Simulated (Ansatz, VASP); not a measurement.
I in VASP and in Ansatz

The input INCAR:

```
PREC = Accurate
ENCUT = 520
EDIFF = 1E-6
ISMEAR = -1
SIGMA = 0.03
LREAL = False
LASPH = True
NELM = 60
ALGO = Normal
ISIF = 2
LWAVE = False
LCHARG = False
GGA = PE
NBANDS = 10
```

Contents of KPOINTS:

```
regular mesh
0
Gamma
  5 5 5
```

The input POSCAR:

```
I
1.0
    0.0000000000      2.3656004428      3.9098401324
    2.1922454667      0.0000000000      3.9098401324
    2.1922454667      2.3656004428      0.0000000000
I
1
Direct
    0.0000000000      0.0000000000      0.0000000000
```

The input input.yaml:

```yaml
crystal:
  lattice:
    - [0.0, 2.3656004428, 3.9098401324]
    - [2.1922454667, 0.0, 3.9098401324]
    - [2.1922454667, 2.3656004428, 0.0]
  atoms:
    - { symbol: I, position: [0.0, 0.0, 0.0] }
kpoints:
  mp_grid: { grid: [5, 5, 5] }
scf:
  occupations: { method: fermi_dirac, width: 0.03 }
hamiltonian:
  xc: pbe
  pseudopotentials: { kind: all_electron, lapw: { basis_error: 0.003 } }
output:
  forces: true
  stress: true
  eigenvalues: true
```

Alike in both runs: task single point; functional PBE; k mesh 5 × 5 × 5; occupations fermi-dirac, width 0.03 eV; no spin polarisation.

|  | VASP | Ansatz |
| --- | --- | --- |
| version | VASP 6.6.1 | Ansatz 0.2.0 |
| potentials or method | VASP PAW PBE potentials, release 64 (I), cutoff 520 eV | all-electron LAPW, scalar-relativistic |

Ansatz gave:

```
gap on the k mesh at the Fermi level (eV)                     : none
pressure (GPa)                                                : 0.4
traceless stress, the component that is largest in VASP (GPa) : -0.79
```

What did VASP give for the same quantities?

gap on the k mesh at the Fermi level (eV): none; pressure (GPa): 0.4; traceless stress, the component that is largest in VASP (GPa): -0.80.

A gap of «none» marks a metal or a gap that the smearing closes. Ansatz ran all-electron here, and VASP with PAW potentials.

The k mesh is coarse, so the values compare programs but aren't converged. Spin-orbit coupling is off throughout. Noted on Ansatz's run: the k mesh is thin for a metal, which can move the energy by tens of meV per atom.
